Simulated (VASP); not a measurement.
Wanted: the native input for a VASP 6.6.1 run.

| Property | Result |
| --- | --- |
| Task | single point |
| Functional | PBE |
| Potentials or basis | VASP PAW PBE potentials, release 64 (Mg, O) |
| Cutoff | 600 eV |
| k mesh | 3 × 3 × 3 |
| Occupations | gaussian, width 0.01 eV |
| Spin | no spin polarisation |
| Dipole correction | no |
| Further INCAR settings | ALGO = Normal; EDIFF = 1e-06; NBANDS = 11 |

The structure of MgO lies in POSCAR:

```
MgO
1.0
    0.0000000000      2.1055000000      2.1055000000
    2.1055000000      0.0000000000      2.1055000000
    2.1055000000      2.1055000000      0.0000000000
Mg O
1 1
Direct
    0.0000000000      0.0000000000      0.0000000000
    0.4691284730      0.5308715270      0.5308715270
```

One way to write it, as run:

INCAR

```
PREC = Accurate
ENCUT = 600
EDIFF = 1E-6
ISMEAR = 0
SIGMA = 0.01
LREAL = F
LASPH = T
NELM = 120
ALGO = Normal
ISIF = 2
LWAVE = F
LCHARG = F
GGA = PE
NBANDS = 11
GGA_COMPAT = F
```

KPOINTS

```
regular mesh
0
Gamma
  3 3 3
```

Potentials or basis: VASP PAW PBE potentials, release 64 (Mg, O).

Run with:

```bash
$ cat potpaw_PBE.64/Mg/POTCAR potpaw_PBE.64/O/POTCAR > POTCAR
$ mpirun -np 1 vasp_std > vasp.out
```

Results of the run:

```
Pressure               : 6.0 GPa
Largest force          : 0.793 eV/Å
Band gap on the k mesh : 4.69 eV, direct
```

Caveat: the k points lie up to 0.86 Å⁻¹ apart.

Run time: 3.2 s on 1 thread of AMD EPYC 7R13 Processor (Zen 3) (shared host), peak memory 0.1 GiB.
